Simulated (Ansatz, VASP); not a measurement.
K: VASP beside Ansatz

```
CELL_PARAMETERS angstrom
-4.14208 4.14208 2.23724
4.14208 -4.14208 2.23724
4.14208 4.14208 -2.23724
ATOMIC_POSITIONS crystal
K 0.62500 0.87500 0.75000
K 0.37500 0.12500 0.25000
```

Alike in both runs: functional PBE; k mesh 10 × 10 × 10; occupations fermi-dirac, width 0.05 eV; no spin polarisation.

Ansatz relaxed the structure, and its values are those at the end. VASP's run is a single point on that final structure, the one shown.

|  | VASP | Ansatz |
| --- | --- | --- |
| version | VASP 6.6.1 | Ansatz 0.2.0 |
| potentials or method | VASP PAW PBE potentials, release 64 (K_sv) | PAW with Ansatz's default frozen-core files, scalar-relativistic |
| plane-wave cutoff (eV) | 520 | 420 |
| valence electrons in the cell | 18 | 18 |

```csv
,VASP,Ansatz,Ansatz less VASP
pressure (GPa),0.0,0.0,+0.01
```
